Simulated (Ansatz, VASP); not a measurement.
## One calculation of SnO, two programs

File INCAR:

```
SYSTEM = SnO
PREC = Accurate
ENCUT = 520
EDIFF = 1E-7
ISMEAR = 0
SIGMA = 0.05
LREAL = .FALSE.
LASPH = .TRUE.
NELM = 80
ALGO = Normal
ISIF = 2
LWAVE = .FALSE.
LCHARG = .TRUE.
GGA = PE
LELF = .TRUE.
LVHAR = .TRUE.
NBANDS = 28
```

KPOINTS

```
Automatic mesh
0
G
  10 10 8
  0 0 0
```

The input POSCAR:

```
SnO
1.0
    3.8671579472      0.0000000000      0.0000000000
    0.0000000000      3.8671579472      0.0000000000
    0.0000000000      0.0000000000      5.0719346970
Sn O
2 2
Direct
   -0.0431065920      0.4568934080      0.2284856918
    0.5431065920      0.0431065920      0.7715143082
    0.0046441700     -0.0046441700      0.0000000000
    0.4953558300      0.5046441700      0.0000000000
```

Input for Ansatz:

```yaml
crystal:
  lattice:
    - [3.8671579472, 0.0, 0.0]
    - [0.0, 3.8671579472, 0.0]
    - [0.0, 0.0, 5.071934697]
  atoms:
    - { symbol: Sn, position: [-0.043106592, 0.456893408, 0.2284856918] }
    - { symbol: Sn, position: [0.543106592, 0.043106592, 0.7715143082] }
    - { symbol: O, position: [0.00464417, -0.00464417, 0.0] }
    - { symbol: O, position: [0.49535583, 0.50464417, 0.0] }
basis:
  ecutwfc: 520.0
kpoints:
  mp_grid: { grid: [10, 10, 8] }
hamiltonian:
  xc: pbe
  pseudopotentials: { kind: paw, azcp: { folder: soft_1 } }
scf:
  occupations: { method: gaussian, width: 0.05 }
output:
  forces: true
  stress: true
  eigenvalues: true
  write_density: true
  write_potential: true
  elf: true
  volumetric_format: npy
```

Change from the starting cell: mode 4 frozen in at -0.167 Å and mode 5 at -0.167 Å (largest displacements).

Alike in both runs: task single point; functional PBE; k mesh 10 × 10 × 8; occupations gaussian, width 0.05 eV; no spin polarisation.

|  | VASP | Ansatz |
| --- | --- | --- |
| version | VASP 6.6.1 | Ansatz 0.2.0 |
| potentials or method | VASP PAW PBE potentials, release 64 (Sn_d, O), cutoff 520 eV | scalar-relativistic, plane waves, PAW |
| valence electrons in the cell | 40 | 40 |

|  | VASP | Ansatz | Ansatz less VASP |
| --- | --- | --- | --- |
| gap on the k mesh at the Fermi level (eV) | 0.58 | 0.57 | -0.009 |
| least direct gap on the mesh (eV) | 1.83 | 1.86 | +0.030 |
| pressure (GPa) | 2.6 | 2.3 | -0.26 |
| traceless stress, the component that is largest in VASP (GPa) | 3.59 | 3.46 | -0.129 |
| rms of the force components (eV/Å) | 0.557 | 0.528 | -0.0296 |

Atom by atom the forces differ by 0.044 eV/Å (rms over components).
